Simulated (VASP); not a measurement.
A run of VASP 6.6.1 is set up as follows.

File INCAR:

```
SYSTEM = AlN
PREC = Accurate ; ENCUT = 520
EDIFF = 1E-7 ; ISMEAR = 0
SIGMA = 0.01 ; LREAL = .False.
LASPH = .True. ; NELM = 80
ALGO = Normal ; ISIF = 2
LWAVE = .False. ; LCHARG = .True.
LELF = .True. ; LVHAR = .True.
NBANDS = 16
```

The input KPOINTS:

```
Automatic mesh
0
Gamma
  10 10 6
  0 0 0
```

Contents of POSCAR:

```
AlN
1.0
    3.0887666131      0.0000000000      0.0000000000
   -1.5443833065      2.6749503533      0.0000000000
    0.0000000000      0.0000000000      4.9434455867
Al N
2 2
Direct
    0.3333333333      0.6666666667     -0.0000882626
    0.6666666667      0.3333333333      0.4999117374
    0.3333333333      0.6666666667      0.3818882626
    0.6666666667      0.3333333333      0.8818882626
```

Potentials or basis: VASP PAW LDA potentials, release 64 (Al, N).

Launch:

```bash
$ cat potpaw_LDA.64/Al/POTCAR potpaw_LDA.64/N/POTCAR > POTCAR
$ mpirun -np 1 vasp_std > vasp.out
```

(1) Predict the pressure.

(2) Predict the band gap on the k mesh.

Answers

(1) 0.6 GPa.

(2) 4.42 eV, direct.
